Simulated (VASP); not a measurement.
# Ag (Fd-3m) in VASP: further runs

Ag is run at these levels: PBEsol; tasks: single point.

Program: VASP 6.6.1. These are calculated values, not measurements. Logs are shortened: lines on timing, memory, paths and dates and some standing lists are left out, and cuts for length are marked.

### Step 1. The cell of the first run

Symmetry: Fd-3m, No. 227, cubic system. The conventional cell has a = 5.784 Å, b = 5.784 Å, c = 5.784 Å, α = 90.00°, β = 90.00°, γ = 90.00°. Ag (site symmetry -43m) has 4 Ag at 2.50 Å within 3.3 Å.

### Step 2. Single point, PBEsol (volume scaled by 0.88)

The input, INCAR:

```
  ALGO = Normal
  EDIFF = 1E-7
  ENCUT = 520
  GGA = PS
  ISIF = 2
  ISMEAR = -1
  LASPH = T
  LCHARG = T
  LELF = T
  LREAL = F
  LVHAR = T
  LWAVE = F
  NBANDS = 18
  NELM = 80
  PREC = Accurate
  SIGMA = 0.1
```

The input, KPOINTS:

```
k-points
0
Gamma
  10 10 10
```

The input, POSCAR:

```
Ag
1.0
    0.0000000000      2.8922078186      2.8922078186
    2.8922078186      0.0000000000      2.8922078186
    2.8922078186      2.8922078186      0.0000000000
Ag
2
Direct
    0.1250000000      0.1250000000      0.1250000000
    0.8750000000      0.8750000000      0.8750000000
```

Potentials or basis: VASP PAW PBE potentials, release 64 (Ag).

The run is started by

```sh
$ cat potpaw_PBE.64/Ag/POTCAR > POTCAR
$ mpirun -np 1 vasp_std > vasp.out
```

OUTCAR:

```text
EDIFF = 1E-7
   ENCUT = 520
   GGA = PS
   ISIF = 2
   ISMEAR = -1
   LASPH = T
   LREAL = F
   NELM = 80
   PREC = Accurate

 ion  position               nearest neighbor table
   1  0.125  0.125  0.125-   2 2.50   2 2.50   2 2.50   2 2.50
   2  0.875  0.875  0.875-   1 2.50   1 2.50   1 2.50   1 2.50

  LATTYP: Found a face centered cubic cell.
 ALAT       =     5.7844156372

  Lattice vectors:

 A1 = (   0.0000000000,   2.8922078186,   2.8922078186)
 A2 = (   2.8922078186,   0.0000000000,   2.8922078186)
 A3 = (   2.8922078186,   2.8922078186,   0.0000000000)

Analysis of symmetry for initial positions (statically):
=====================================================================
 Subroutine PRICEL returns:
 Original cell was already a primitive cell.

 Routine SETGRP: Setting up the symmetry group for a
 face centered cubic supercell.

 Subroutine GETGRP returns: Found 48 space group operations
 (whereof 12 operations were pure point group operations)
 out of a pool of 48 trial point group operations.

The static configuration has the point symmetry D_3d.
 The point group associated with its full space group is O_h .

Analysis of symmetry for dynamics (positions and initial velocities):
=====================================================================
 Subroutine PRICEL returns:
 Original cell was already a primitive cell.

 Routine SETGRP: Setting up the symmetry group for a
 face centered cubic supercell.

 Subroutine GETGRP returns: Found 48 space group operations
 (whereof 12 operations were pure point group operations)
 out of a pool of 48 trial point group operations.

The dynamic configuration has the point symmetry D_3d.
 The point group associated with its full space group is O_h .

 Subroutine INISYM returns: Found 48 space group operations
 (whereof 12 operations are pure point group operations),
 and found     1 'primitive' translations

----------------------------------------------------------------------------------------

                                     Primitive cell

  volume of cell :      48.3859

  direct lattice vectors                    reciprocal lattice vectors
     0.000000000  2.892207819  2.892207819    -0.172878310  0.172878310  0.172878310
[... 74 lines left out ...]
   NGX,Y,Z   is equivalent  to a cutoff of  12.19, 12.19, 12.19 a.u.
   NGXF,Y,Z  is equivalent  to a cutoff of  24.39, 24.39, 24.39 a.u.
 SYSTEM =  unknown system
   PREC   = accura    normal or accurate (medium, high low for compatibility)
   ISTART =      0    job   : 0-new  1-cont  2-samecut
   ICHARG =      2    charge: 1-file 2-atom 10-const
   ISPIN  =      1    spin polarized calculation?
   LNONCOLLINEAR =      F non collinear calculations
   LSORBIT =      F    spin-orbit coupling
   LASPH  =      T    aspherical Exc in radial PAW
   ENCUT  =  520.0 eV  38.22 Ry    6.18 a.u.   7.61  7.61  7.61*2*pi/ulx,y,z
   NELM   =     80;   NELMIN=  2; NELMDL= -5     # of ELM steps
   EDIFF  = 0.1E-06   stopping-criterion for ELM
   LREAL  =      F    real-space projection
   EDIFFG = 0.1E-05   stopping-criterion for IOM
   NSW    =      0    number of steps for IOM
   IBRION =     -1    ionic relax: 0-MD 1-quasi-New 2-CG
   NFREE  =      0    steps in history (QN), initial steepest desc. (CG)
   ISIF   =      2    stress and relaxation
   ISYM   =      2    0-nonsym 1-usesym 2-fastsym
   POTIM  = 0.5000    time-step for ionic-motion
   TEBEG  =    0.0;   TEEND  =   0.0 temperature during run
   PSTRESS=    0.0 pullay stress
   NELECT =      22.0000    total number of electrons
   NUPDOWN=      -1.0000    fix difference up-down
   EMIN   =  10.00;   EMAX   =-10.00  energy-range for DOS
   EFERMI =   0.00;   METHOD = LEGACY
   ISMEAR =    -1;   SIGMA  =   0.10  broadening in eV -4-tet -1-fermi 0-gaus
   EFERMI_NEDOS =   21; number of points for ismear=-14 and -15
   IALGO  =     38    algorithm
   IMIX   =      4    mixing-type and parameters
     AMIX     =   0.40;   BMIX     =  1.00
     AMIX_MAG =   1.60;   BMIX_MAG =  1.00
  volume/ion in A,a.u.               =      24.19       163.26
  Fermi-wavevector in a.u.,A,eV,Ry     =   1.258857  2.378894 21.561421  1.584720
  Thomas-Fermi vector in A             =   2.392445
   LORBIT       =      0    0 simple, 1 ext, 2 COOP (PROOUT), +10 PAW based schemes
   GGA     = PS    functional components
   LHFCALC =     F    Hartree Fock is set to
   AEXX    =    0.0000 exact exchange contribution
   IVDW    =     0    specifies the selected vdW correction
   LEPSILON=     F    determine dielectric tensor
   LRPA    =     F    only Hartree local field effects (RPA)
 non-spin polarized calculation
  energy-cutoff  :      520.00
  volume of cell :       48.39
 maximum number of plane-waves:      1326
   NGX = 15   NGY = 15   NGZ = 15

 number of electron      21.9999996 magnetization

 Free energy of the ion-electron system (eV)
  ---------------------------------------------------
  ext. energy  EPLUGINS =         0.00000000
  ---------------------------------------------------
  free energy    TOTEN  =        -4.52711872 eV

  energy without entropy =       -4.50995487  energy(sigma->0) =       -4.51853680

 E-fermi :   4.2757     XC(G=0): -10.1500

 val. band max:        4.1216978366   @ k =  -0.3000   0.4000   0.1000
 cond. band min:       4.3067732852   @ k =  -0.3000   0.4000   0.2000
 fundamental gap:      0.1850754486
 Fermi energy:         4.2756552099

 k-point     1 :       0.0000    0.0000    0.0000
  band No.  band energies     occupation
      1      -1.4325      2.00000
      2      -0.9308      2.00000
      3      -0.9308      2.00000
      4      -0.8899      2.00000
      5      -0.8899      2.00000
      6      -0.8899      2.00000
[... 481 lines left out ...]
      5      -0.2541      2.00000
      6       0.0740      2.00000
[... 10 lines left out ...]
     17      19.8498      0.00000
     18      19.8895      0.00000

 [... further k-points ...]
[... 5 lines left out ...]
  --------------------------------------------------------------------------------------
  -------------------------------------------------------------------------------------
  Total        2.2782081      2.2782081      2.2782081      0.0000000      0.0000000     -0.0000000
  in kB       75.4371892     75.4371892     75.4371892      0.0000000      0.0000000     -0.0000000
  external PRESSURE =      75.4371892 kB  Pullay stress =       0.0000000 kB

 VOLUME and BASIS-vectors are now :
 -----------------------------------------------------------------------------
  energy-cutoff  :      520.00
  volume of cell :       48.39
      direct lattice vectors                 reciprocal lattice vectors
     0.000000000  2.892207819  2.892207819    -0.172878310  0.172878310  0.172878310
     2.892207819  0.000000000  2.892207819     0.172878310 -0.172878310  0.172878310
     2.892207819  2.892207819  0.000000000     0.172878310  0.172878310 -0.172878310

 POSITION                                       TOTAL-FORCE (eV/Angst)
 -----------------------------------------------------------------------------------
      0.72305      0.72305      0.72305         0.000000     -0.000000     -0.000000
      5.06136      5.06136      5.06136        -0.000000      0.000000      0.000000
 -----------------------------------------------------------------------------------
    total drift:                               -0.000000      0.000000      0.000000

  FREE ENERGIE OF THE ION-ELECTRON SYSTEM (eV)
  ---------------------------------------------------
  free  energy   TOTEN  =        -4.5271187210 eV

  energy  without entropy=       -4.5099548744  energy(sigma->0) =       -4.51853680
```

stdout:

```text
POSCAR found type information on POSCAR Ag
 POSCAR found :  1 types and       2 ions
 scaLAPACK will be used
 -----------------------------------------------------------------------------
|                                                                             |
|                                                                             |
|     You enforced a specific xc type in the INCAR file but a different       |
|     I HOPE YOU KNOW WHAT YOU ARE DOING!                                     |
|                                                                             |
 -----------------------------------------------------------------------------

 LDA part: xc-table for (Slater+PW92), standard interpolation
 POSCAR, INCAR and KPOINTS ok, starting setup
 FFT: planning ... GRIDC
 FFT: planning ... GRID_SOFT
 FFT: planning ... GRID
 WAVECAR not read
 entering main loop
```

Wall time 28 s (1 thread of Intel Xeon 8259CL, shared host); peak memory 0.18 GiB.

Results:

- Free energy: -4.5271 eV
- Pressure: 7.5 GPa
- Band gap on the k mesh: zero (band 11 reaches 4.87 eV, above the bottom of band 12 at 3.57 eV)

Caveat: the PAW data sets were made with another functional, which shifts forces and pressure a little.

(Continued in part 2 of 2.)
